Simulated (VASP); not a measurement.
Set up this calculation in VASP 6.6.1, as the native input.

```yaml
Task: relaxation of cell and atoms
Functional: PBE
Potentials_or_basis: VASP PAW PBE potentials, release 64 (Hf_pv)
Cutoff: 600 eV
k_mesh: 20 × 20 × 20
Occupations: fermi-dirac, width 0.08 eV
Spin: no spin polarisation
Target_pressure: 430 GPa
Dipole_correction: no
Further_INCAR_settings: ALGO = Normal; EDIFF = 1e-06; IBRION = 2; EDIFFG = -0.005; NSW = 60; ISIF = 3
```

The structure of Hf lies in POSCAR:

```
Hf
1.0
   -1.3301087942      1.3301087942      1.3301087942
    1.3301087942     -1.3301087942      1.3301087942
    1.3301087942      1.3301087942     -1.3301087942
Hf
1
Direct
    0.0000000000      0.0000000000      0.0000000000
```

One way to write it, as run:

INCAR

```
  PREC = Accurate
  ENCUT = 600
  EDIFF = 1E-6
  ISMEAR = -1
  SIGMA = 0.08
  LREAL = F
  LASPH = T
  NELM = 60
  ALGO = Normal
  ISIF = 3
  LWAVE = F
  LCHARG = F
  GGA = PE
  IBRION = 2
  NSW = 60
  EDIFFG = -0.005
  PSTRESS = 4300.0
```

KPOINTS

```
regular mesh
0
Gamma
  20 20 20
```

Potentials or basis: VASP PAW PBE potentials, release 64 (Hf_pv).

Launch:

```bash
$ cat potpaw_PBE.64/Hf_pv/POTCAR > POTCAR
$ mpirun -np 1 vasp_std > vasp.out
```

It gave:

The relaxed volume is 9.23 Å³/atom. The relaxed cell is a = 2.289 Å, b = 2.289 Å, c = 2.289 Å, α = 109.47°, β = 109.47°, γ = 109.47° and the space group after relaxing (to 0.05 Å) is Im-3m (No. 229). The energy change on relaxing (the enthalpy is what falls) is +483.8 meV/atom, the ionic steps are 5 and the pressure after relaxing is 430.0 GPa. The band gap on the k mesh is zero (band 5 reaches 15.11 eV, above the bottom of band 6 at 10.96 eV).

Caveat: the cell is relaxed towards a set pressure, so the enthalpy falls and the energy may rise; spin-orbit coupling is left out, which moves the levels of the heavy elements.

Wall time 54 s on 1 thread of Intel(R) Xeon(R) Platinum 8259CL CPU @ 2.50GHz (Skylake/Cascade Lake) (shared host), peak memory 0.15 GiB.
